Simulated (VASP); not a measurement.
# Cu in VASP: notebook

Runs on Cu. Level: PBE. Tasks: single point.

All numbers are computed with VASP 6.6.1; they aren't measurements. Logs are shortened: lines on timing, memory, paths and dates and some standing lists are left out, and cuts for length are marked.

### 1 The cell of the first run

It takes space group I4/mmm (No. 139, tetragonal). The conventional cell has a = 2.695 Å, b = 2.695 Å, c = 3.720 Å, α = 90.00°, β = 90.00°, γ = 90.00°. Within 3.5 Å of Cu (site symmetry 4/mmm) lie 12 Cu at 2.66 to 2.69 Å.

### 2 Single point, PBE (strain +0.050 along x and y, +0.025 along z)

File INCAR:

```
PREC     = Accurate       # precision mode
ENCUT    = 520            # plane-wave cutoff, eV
EDIFF    = 1E-6           # SCF threshold, eV
ISMEAR   = 0              # smearing method
SIGMA    = 0.15           # smearing width, eV
LREAL    = False          # projectors in reciprocal space
LASPH    = True           # aspherical terms in the spheres
NELM     = 100            # most SCF steps
ALGO     = Fast           # electronic algorithm
ISIF     = 2              # what is computed and relaxed
LWAVE    = False          # write WAVECAR
LCHARG   = False          # write CHGCAR
GGA      = PE             # functional
NBANDS   = 12             # bands
```

File KPOINTS:

```
Automatic mesh
0
Gamma
  28 28 28
```

File POSCAR:

```
Cu
1.0
    0.0000000000      1.9056178346      1.8602459814
    1.9056178346      0.0000000000      1.8602459814
    1.9056178346      1.9056178346      0.0000000000
Cu
1
Direct
    0.0000000000      0.0000000000      0.0000000000
```

Potentials or basis: VASP PAW PBE potentials, release 64 (Cu).

The run is started by

```sh
$ cat potpaw_PBE.64/Cu/POTCAR > POTCAR
$ mpirun -np 1 vasp_std > vasp.out
```

OUTCAR:

```text
PREC = Accurate
   ENCUT = 520
   EDIFF = 1E-6
   ISMEAR = 0
   LREAL = False
   LASPH = True
   NELM = 100
   ISIF = 2
   GGA = PE

 ion  position               nearest neighbor table
   1  0.000  0.000  0.000-

  LATTYP: Found a body centered tetragonal cell.
 ALAT       =     2.6949505864
 C/A-ratio  =     1.3805418109

  Lattice vectors:

 A1 = (   0.0000000000,  -1.9056178346,  -1.8602459814)
 A2 = (   0.0000000000,   1.9056178346,  -1.8602459814)
 A3 = (   1.9056178346,   0.0000000000,   1.8602459814)

Analysis of symmetry for initial positions (statically):
=====================================================================
 Subroutine PRICEL returns:
 Original cell was already a primitive cell.

 Routine SETGRP: Setting up the symmetry group for a
 body centered tetragonal supercell.

 Subroutine GETGRP returns: Found 16 space group operations
 (whereof 16 operations were pure point group operations)
 out of a pool of 16 trial point group operations.

The static configuration has the point symmetry D_4h.

Analysis of symmetry for dynamics (positions and initial velocities):
=====================================================================
 Subroutine PRICEL returns:
 Original cell was already a primitive cell.

 Routine SETGRP: Setting up the symmetry group for a
 body centered tetragonal supercell.

 Subroutine GETGRP returns: Found 16 space group operations
 (whereof 16 operations were pure point group operations)
 out of a pool of 16 trial point group operations.

The dynamic configuration has the point symmetry D_4h.

 Subroutine INISYM returns: Found 16 space group operations
 (whereof 16 operations are pure point group operations),
 and found     1 'primitive' translations

----------------------------------------------------------------------------------------

                                     Primitive cell

  volume of cell :      13.5105

  direct lattice vectors                    reciprocal lattice vectors
     0.000000000  1.905617835  1.860245981    -0.262382095  0.262382095  0.268781658
     1.905617835  0.000000000  1.860245981     0.262382095 -0.262382095  0.268781658
     1.905617835  1.905617835  0.000000000     0.262382095  0.262382095 -0.268781658

  length of vectors
     2.663061104  2.663061104  2.694950586     0.458183705  0.458183705  0.458183705

  position of ions in fractional coordinates (direct lattice)
     0.000000000  0.000000000  0.000000000

  ion indices of the primitive-cell ions
   primitive index   ion index
                 1           1

----------------------------------------------------------------------------------------

 KPOINTS: Automatic mesh

Automatic generation of k-mesh.
 Grid dimensions read from file:
 generate k-points for:   28   28   28

 Generating k-lattice:

  Cartesian coordinates                     Fractional coordinates (reciprocal lattice)
    -0.009370789  0.009370789  0.009599345     0.035714286 -0.000000000  0.000000000
     0.009370789 -0.009370789  0.009599345    -0.000000000  0.035714286  0.000000000
     0.009370789  0.009370789 -0.009599345     0.000000000  0.000000000  0.035714286

  Length of vectors
     0.016363704  0.016363704  0.016363704

  Shift w.r.t. Gamma in fractional coordinates (k-lattice)
     0.000000000  0.000000000  0.000000000

 Subroutine IBZKPT returns following result:
 ===========================================

 Found   1639 irreducible k-points:

 Following reciprocal coordinates:
            Coordinates               Weight
  0.000000  0.000000  0.000000      1.000000
  0.035714 -0.000000  0.000000      8.000000
  0.071429 -0.000000  0.000000      8.000000
  0.107143  0.000000  0.000000      8.000000
  0.142857  0.000000  0.000000      8.000000
  0.178571  0.000000  0.000000      8.000000
[... 16 lines left out ...]
  0.285714  0.035714  0.000000      8.000000
  0.321429  0.035714  0.000000      8.000000
 [... further k-points ...]
   k-points           NKPTS =   1639   k-points in BZ     NKDIM =   1639   number of bands    NBANDS=     12
   number of dos      NEDOS =    301   number of ions     NIONS =      1
   total plane-waves  NPLWV =   8000
   dimension x,y,z NGX =    20 NGY =   20 NGZ =   20
   dimension x,y,z NGXF=    40 NGYF=   40 NGZF=   40
   ions per type =               1
   NGX,Y,Z   is equivalent  to a cutoff of  12.49, 12.49, 12.34 a.u.
   NGXF,Y,Z  is equivalent  to a cutoff of  24.97, 24.97, 24.68 a.u.
 SYSTEM =  unknown system
   PREC   = accura    normal or accurate (medium, high low for compatibility)
   ISTART =      0    job   : 0-new  1-cont  2-samecut
   ICHARG =      2    charge: 1-file 2-atom 10-const
   ISPIN  =      1    spin polarized calculation?
   LNONCOLLINEAR =      F non collinear calculations
   LSORBIT =      F    spin-orbit coupling
   LASPH  =      T    aspherical Exc in radial PAW
   ENCUT  =  520.0 eV  38.22 Ry    6.18 a.u.   4.95  4.95  5.01*2*pi/ulx,y,z
   NELM   =    100;   NELMIN=  2; NELMDL= -5     # of ELM steps
   EDIFF  = 0.1E-05   stopping-criterion for ELM
   LREAL  =      F    real-space projection
   EDIFFG = 0.1E-04   stopping-criterion for IOM
   NSW    =      0    number of steps for IOM
   IBRION =     -1    ionic relax: 0-MD 1-quasi-New 2-CG
   NFREE  =      0    steps in history (QN), initial steepest desc. (CG)
   ISIF   =      2    stress and relaxation
   ISYM   =      2    0-nonsym 1-usesym 2-fastsym
   POTIM  = 0.5000    time-step for ionic-motion
   TEBEG  =    0.0;   TEEND  =   0.0 temperature during run
   PSTRESS=    0.0 pullay stress
   NELECT =      11.0000    total number of electrons
   NUPDOWN=      -1.0000    fix difference up-down
   EMIN   =  10.00;   EMAX   =-10.00  energy-range for DOS
   EFERMI =   0.00;   METHOD = LEGACY
   ISMEAR =     0;   SIGMA  =   0.15  broadening in eV -4-tet -1-fermi 0-gaus
   EFERMI_NEDOS =   21; number of points for ismear=-14 and -15
   IALGO  =     68    algorithm
   IMIX   =      4    mixing-type and parameters
     AMIX     =   0.40;   BMIX     =  1.00
     AMIX_MAG =   1.60;   BMIX_MAG =  1.00
  volume/ion in A,a.u.               =      13.51        91.17
  Fermi-wavevector in a.u.,A,eV,Ry     =   1.528675  2.888776 31.794723  2.336846
  Thomas-Fermi vector in A             =   2.636401
   LORBIT       =      0    0 simple, 1 ext, 2 COOP (PROOUT), +10 PAW based schemes
   GGA     = PE    functional components
   LHFCALC =     F    Hartree Fock is set to
   AEXX    =    0.0000 exact exchange contribution
   IVDW    =     0    specifies the selected vdW correction
   LEPSILON=     F    determine dielectric tensor
   LRPA    =     F    only Hartree local field effects (RPA)
 non-spin polarized calculation
 RMM-DIIS sequential band-by-band and
 Gauss-broadening in eV      SIGMA  =   0.15
  energy-cutoff  :      520.00
  volume of cell :       13.51
 maximum number of plane-waves:       378
   NGX =  9   NGY =  9   NGZ =  9

 number of electron      11.0000012 magnetization

 Free energy of the ion-electron system (eV)
  ---------------------------------------------------
  ext. energy  EPLUGINS =         0.00000000
  ---------------------------------------------------
  free energy    TOTEN  =        -3.66546409 eV

  energy without entropy =       -3.66219605  energy(sigma->0) =       -3.66383007

 E-fermi :   6.0522     XC(G=0): -11.9643

 val. band max:        6.0461488220   @ k =   0.4643  -0.0000   0.2500
 cond. band min:       6.0530398176   @ k =   0.4643   0.3214   0.0357
 fundamental gap:      0.0068909956
 Fermi energy:         6.0522273329

 k-point     1 :       0.0000    0.0000    0.0000
  band No.  band energies     occupation
      1      -2.3434      2.00000
      2       3.3519      2.00000
      3       3.3519      2.00000
      4       3.4459      2.00000
      5       4.0008      2.00000
      6       4.0936      2.00000
      7      27.5508      0.00000
      8      29.1770      0.00000
      9      29.1770      0.00000
     10      29.1906      0.00000
     11      31.6130      0.00000
     12      31.6504      0.00000

 k-point     2 :       0.0357   -0.0000    0.0000
  band No.  band energies     occupation
      1      -2.3011      2.00000
      2       3.3491      2.00000
      3       3.3594      2.00000
      4       3.4481      2.00000
      5       3.9984      2.00000
      6       4.0902      2.00000
      7      27.2582      0.00000
      8      28.5041      0.00000
      9      29.0120      0.00000
     10      29.0381      0.00000
     11      31.8407      0.00000
     12      31.8794      0.00000

 k-point     3 :       0.0714   -0.0000    0.0000
  band No.  band energies     occupation
      1      -2.1747      2.00000
      2       3.3362      2.00000
      3       3.3803      2.00000
      4       3.4591      2.00000
      5       3.9923      2.00000
      6       4.0812      2.00000
      7      25.9917      0.00000
      8      28.0589      0.00000
      9      28.6356      0.00000
     10      28.7004      0.00000
     11      32.3803      0.00000
     12      32.4439      0.00000

 k-point     4 :       0.1071    0.0000    0.0000
  band No.  band energies     occupation
      1      -1.9656      2.00000
      2       3.3086      2.00000
      3       3.4108      2.00000
      4       3.4827      2.00000
      5       3.9865      2.00000
      6       4.0697      2.00000
      7      24.2817      0.00000
      8      27.9157      0.00000
      9      28.1983      0.00000
     10      28.3189      0.00000
     11      33.1118      0.00000
     12      33.1848      0.00000

 k-point     5 :       0.1429    0.0000    0.0000
  band No.  band energies     occupation
      1      -1.6768      2.00000
      2       3.2705      2.00000
      3       3.4434      2.00000
      4       3.5137      2.00000
      5       3.9874      2.00000
      6       4.0612      2.00000
      7      22.5136      0.00000
      8      27.7456      0.00000
      9      27.7682      0.00000
     10      27.9972      0.00000
     11      33.5087      0.00000
     12      33.8401      0.00000
[... 228 lines left out ...]
      1      -0.9873      2.00000
      2       3.2028      2.00000
      3       3.4861      2.00000
      4       3.5505      2.00000
      5       4.0287      2.00000
      6       4.0776      2.00000
      7      19.6141      0.00000
      8      26.0951      0.00000
      9      26.6910      0.00000
     10      29.2504      0.00000
     11      32.4208      0.00000
     12      33.7464      0.00000

 k-point    22 :       0.2500    0.0357    0.0000
  band No.  band energies     occupation
      1      -0.5192      2.00000
      2       3.1797      2.00000
      3       3.4829      2.00000
      4       3.5545      2.00000
      5       4.0688      2.00000
      6       4.1355      2.00000
      7      17.9438      0.00000
      8      25.7719      0.00000
      9      26.4457      0.00000
     10      29.0068      0.00000
     11      31.9822      0.00000
     12      33.0924      0.00000

 k-point    23 :       0.2857    0.0357    0.0000
  band No.  band energies     occupation
      1      -0.0128      2.00000
      2       3.1942      2.00000
      3       3.4647      2.00000
      4       3.5383      2.00000
      5       4.1362      2.00000
      6       4.2089      2.00000
      7      16.3350      0.00000
      8      25.5108      0.00000
      9      26.2212      0.00000
     10      28.6726      0.00000
     11      31.3979      0.00000
     12      32.3118      0.00000

 k-point    24 :       0.3214    0.0357    0.0000
  band No.  band energies     occupation
      1       0.4970      2.00000
      2       3.2764      2.00000
      3       3.4372      2.00000
      4       3.5098      2.00000
      5       4.2237      2.00000
      6       4.2893      2.00000
      7      14.7971      0.00000
      8      25.3143      0.00000
      9      26.0243      0.00000
     10      28.2691      0.00000
     11      30.8746      0.00000
     12      31.6095      0.00000

 [... further k-points ...]
[... 5 lines left out ...]
  --------------------------------------------------------------------------------------
  -------------------------------------------------------------------------------------
  Total       -0.9812448     -0.9812448     -0.9108639      0.0000000      0.0000000      0.0000000
  in kB     -116.3632788   -116.3632788   -108.0169937      0.0000000      0.0000000      0.0000000
  external PRESSURE =    -113.5811838 kB  Pullay stress =       0.0000000 kB

 VOLUME and BASIS-vectors are now :
 -----------------------------------------------------------------------------
  energy-cutoff  :      520.00
  volume of cell :       13.51
      direct lattice vectors                 reciprocal lattice vectors
     0.000000000  1.905617835  1.860245981    -0.262382095  0.262382095  0.268781658
     1.905617835  0.000000000  1.860245981     0.262382095 -0.262382095  0.268781658
     1.905617835  1.905617835  0.000000000     0.262382095  0.262382095 -0.268781658

 POSITION                                       TOTAL-FORCE (eV/Angst)
 -----------------------------------------------------------------------------------
      0.00000      0.00000      0.00000        -0.000000      0.000000      0.000000
 -----------------------------------------------------------------------------------
    total drift:                                0.000000      0.000000      0.000000

  FREE ENERGIE OF THE ION-ELECTRON SYSTEM (eV)
  ---------------------------------------------------
  free  energy   TOTEN  =        -3.6654640879 eV

  energy  without entropy=       -3.6621960476  energy(sigma->0) =       -3.66383007
```

Run time: 92 s. Hardware: 1 thread of Intel Xeon 6975P-C (Granite Rapids), shared host; peak memory 0.35 GiB.

What came out:

| Property | Result |
| --- | --- |
| Free energy | -3.6655 eV |
| Pressure | -11.4 GPa |

Caveat: the cell differs from its parent crystal (strain +0.050 along x and y, +0.025 along z).

### 3 Single point, PBE (strain -0.050 along x and y, -0.050 along z)

File INCAR:

```
SYSTEM = Cu
PREC = Accurate
ENCUT = 520
EDIFF = 1E-6
ISMEAR = 0
SIGMA = 0.15
LREAL = .False.
LASPH = .True.
NELM = 80
ALGO = Normal
ISIF = 2
LWAVE = .False.
LCHARG = .False.
GGA = PE
NBANDS = 12
```

File KPOINTS:

```
Automatic mesh
0
Gamma
  28 28 28
  0 0 0
```

File POSCAR:

```
Cu
1.0
    0.0000000000      1.7241304218      1.7241304218
    1.7241304218      0.0000000000      1.7241304218
    1.7241304218      1.7241304218      0.0000000000
Cu
1
Direct
    0.0000000000      0.0000000000      0.0000000000
```

Potentials or basis: VASP PAW PBE potentials, release 64 (Cu).

The run is started by

```sh
$ cat potpaw_PBE.64/Cu/POTCAR > POTCAR
$ mpirun -np 1 vasp_std > vasp.out
```

Wall time 42 s (1 thread of Intel Xeon Platinum 8488C (Sapphire Rapids), shared host); peak memory 0.18 GiB.

The run converged. Its results:

- Free energy: -3.5777 eV
- Pressure: 32.4 GPa

Levels at points of the mesh, in eV from the Fermi level:
```csv
k point,band 4,band 5,band 6,band 7,band 8,band 9
"(0.00, 0.00, 0.00)",-3.55,-2.52,-2.52,23.67,27.45,27.45
"(0.50, 0.00, 0.00)",-1.82,-1.82,-1.48,4.49,22.09,24.32
"(0.50, 0.50, 0.00)",-1.64,-1.64,1.35,8.12,14.18,14.18
```

Caveat: the cell differs from its parent crystal (strain -0.050 along x and y, -0.050 along z).
